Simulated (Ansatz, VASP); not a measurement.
**One calculation of InAs, two programs**

The input INCAR:

```
PREC = Accurate ; ENCUT = 520
EDIFF = 1E-8 ; ISMEAR = -1
SIGMA = 0.08 ; LREAL = False
LASPH = True ; NELM = 80
ALGO = Normal ; ISIF = 2
LWAVE = False ; LCHARG = False
GGA = PE ; LEFG = True
NBANDS = 16
```

KPOINTS

```
regular mesh
0
Gamma
  10 10 10
```

File POSCAR:

```
InAs
1.0
    0.0000000000      2.9934524569      2.9934524569
    2.9934524569      0.0000000000      2.9934524569
    2.9934524569      2.9934524569      0.0000000000
In As
1 1
Direct
    0.0000000000      0.0000000000      0.0000000000
    0.7500000000      0.7500000000      0.7500000000
```

Input for Ansatz:

```yaml
crystal:
  lattice:
    - [0.0, 2.9934524569, 2.9934524569]
    - [2.9934524569, 0.0, 2.9934524569]
    - [2.9934524569, 2.9934524569, 0.0]
  atoms:
    - { symbol: In, position: [0.0, 0.0, 0.0] }
    - { symbol: As, position: [0.75, 0.75, 0.75] }
kpoints:
  mp_grid: { grid: [10, 10, 10] }
scf:
  occupations: { method: fermi_dirac, width: 0.08 }
hamiltonian:
  xc: pbe
  pseudopotentials: { kind: paw }
output:
  forces: true
  stress: true
  eigenvalues: true
  efg: { contact_densities: true }
```

Change from the starting cell: volume scaled by 0.97, PAW files.

Alike in both runs: task electric field gradients; functional PBE; k mesh 10 × 10 × 10; occupations fermi-dirac, width 0.08 eV; no spin polarisation.

```csv
,VASP,Ansatz
version,VASP 6.6.1,Ansatz 0.2.0
potentials or method,"VASP PAW PBE potentials, release 64 (In_d, As)","PAW with Ansatz's default frozen-core files, scalar-relativistic"
plane-wave cutoff (eV),520,420
valence electrons in the cell,18,28
```

```csv
,VASP,Ansatz,Ansatz less VASP
pressure (GPa),6.1,6.0,-0.08
```

With one functional, cell and mesh, what is left measures potentials, basis and numerics. VASP's potentials hold 18 valence electrons a cell and Ansatz's 28, so a difference there can come from the potentials and not from the codes.
